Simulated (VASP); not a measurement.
Here is a VASP 6.6.1 calculation.

Contents of POSCAR:

```
Be2C
1.0
    0.0000000000      2.1282979944      2.1282979944
    2.1282979944      0.0000000000      2.1282979944
    2.1282979944      2.1282979944      0.0000000000
Be C
2 1
Direct
    0.2500000000      0.2500000000      0.2500000000
    0.7500000000      0.7500000000      0.7500000000
    0.0000000000      0.0000000000      0.0000000000
```

INCAR.step1

```
SYSTEM = Be2C
ALGO = Normal ; EDIFF = 1E-5
ENCUT = 660 ; GGA = PE
GGA_COMPAT = .FALSE. ; ISMEAR = 0
LASPH = .TRUE. ; LCHARG = .FALSE.
LREAL = .FALSE. ; LWAVE = .TRUE.
NBANDS = 11 ; NELM = 120
PREC = Accurate ; SIGMA = 0.01
```

Contents of INCAR.step2:

```
SYSTEM = Be2C
ALGO = Normal ; EDIFF = 1E-6
ENCUT = 660 ; GGA_COMPAT = .FALSE.
ISIF = 2 ; ISMEAR = 0
ISTART = 1 ; LASPH = .TRUE.
LCHARG = .FALSE. ; LMIXTAU = .TRUE.
LREAL = .FALSE. ; LWAVE = .FALSE.
METAGGA = R2SCAN ; NBANDS = 11
NELM = 120 ; PREC = Accurate
SIGMA = 0.01
```

File KPOINTS:

```
k-points
0
G
  7 7 7
  0 0 0
```

Potentials or basis: VASP PAW PBE potentials, release 64 (Be, C).

The run is started by

```console
$ cat potpaw_PBE.64/Be/POTCAR potpaw_PBE.64/C/POTCAR > POTCAR
$ cp INCAR.step1 INCAR
$ mpirun -np 1 vasp_std > vasp.out
$ cp INCAR.step2 INCAR
$ mpirun -np 1 vasp_std > vasp.out
```

Estimate the pressure.

10.9 GPa.

Predict the band gap on the k mesh.

1.81 eV, indirect (least direct gap 4.72 eV).

Caveat: the PAW data sets were made with another functional, which shifts forces and pressure a little. A k mesh can miss the band edges.
